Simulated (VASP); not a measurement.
Si: single point with PBE

Slab: Si, a slab with vacuum.

```
Si
1.0
     3.86854    0.00000    0.00000
     0.00000    5.47094    0.00000
     0.00000    0.00000   19.86850
Si
6
Direct
  0.75000 0.12500 0.40265
  0.25000 0.87500 0.40265
  0.25000 0.62500 0.50000
  0.75000 0.37500 0.50000
  0.75000 0.12500 0.59735
  0.25000 0.87500 0.59735
```

| Property | Result |
| --- | --- |
| Program | VASP 6.6.1 |
| Task | single point |
| Functional | PBE |
| Potentials or basis | VASP PAW PBE potentials, release 64 (Si) |
| Cutoff | 520 eV |
| k mesh | 8 × 6 × 1 |
| Occupations | fermi-dirac, width 0.02 eV |
| Spin | no spin polarisation |

```
Largest force          : 0.638 eV/Å
Band gap on the k mesh : zero (band 12 reaches -1.70 eV, above the bottom of band 13 at -1.98 eV)
```

Forces on the atoms (eV/Å):
```
Si   0.000 -0.583  0.260
Si   0.000  0.583  0.260
Si   0.000  0.044  0.000
Si   0.000 -0.044  0.000
Si   0.000 -0.583 -0.260
Si   0.000  0.583 -0.260
```

Levels at points of the mesh, in eV from the Fermi level:
```
           k point  band 10  band 11  band 12  band 13  band 14  band 15
(0.00, 0.00, 0.00)    -0.76    -0.72    -0.20     0.21     1.40     1.81
(0.50, 0.00, 0.00)    -2.32    -0.78    -0.78     0.39     0.39     2.03
(0.00, 0.50, 0.00)    -0.99    -0.55    -0.44     0.44     0.48     2.21
(0.50, 0.50, 0.00)    -2.43    -0.67    -0.67     0.53     0.53     3.41
```

It took 2.3 min on 1 thread of AMD EPYC 9R45 96-Core Processor (Zen 5) (shared host), peak memory 0.47 GiB.
